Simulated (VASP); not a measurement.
CdF2: single point with PBE

CdF2:

```
Cd F
1.0
     0.00000    2.69400    2.61318
     2.69400    0.00000    2.61318
     2.69400    2.69400    0.00000
Cd F
1 2
Cartesian
  0.0000 0.0000 0.0000
  1.3470 1.3470 1.3066
  4.0410 4.0410 3.9198
```

This cell differs from its parent crystal: strain +0.000 along x and y, -0.030 along z.

```yaml
Program: VASP 6.6.1
Task: single point
Functional: PBE
Potentials_or_basis: VASP PAW PBE potentials, release 64 (Cd, F)
Cutoff: 520 eV
k_mesh: 8 × 8 × 8
Occupations: gaussian, width 0.05 eV
Spin: no spin polarisation
```

```
Pressure               : 10.2 GPa
Band gap on the k mesh : 3.14 eV (least direct gap 3.60 eV)
```

Stress tensor (GPa, compression positive):
```
 9.10  0.00  0.00
 0.00  9.10  0.00
 0.00  0.00 12.48
```

Levels at points of the mesh, in eV from the valence-band top:
| k point | band 11 | band 12 | band 13 | band 14 | band 15 | band 16 |
| --- | --- | --- | --- | --- | --- | --- |
| (0.00, 0.00, 0.00) | -0.55 | -0.45 | -0.45 | 3.14 | 12.77 | 12.86 |
| (0.50, 0.00, 0.00) | -1.94 | -0.41 | -0.39 | 7.38 | 9.22 | 14.63 |
| (0.50, 0.50, 0.00) | -0.45 | -0.14 | -0.14 | 8.17 | 9.75 | 11.99 |
| (0.50, 0.00, 0.50) | -0.63 | -0.15 | -0.04 | 8.24 | 9.81 | 11.96 |

Wall time 48 s on 1 thread of Intel Xeon 8259CL, on a shared host, peak memory 0.18 GiB.

Caveat: the cell differs from its parent crystal (strain +0.000 along x and y, -0.030 along z); the cell stands under pressure. A k mesh can miss the band edges.
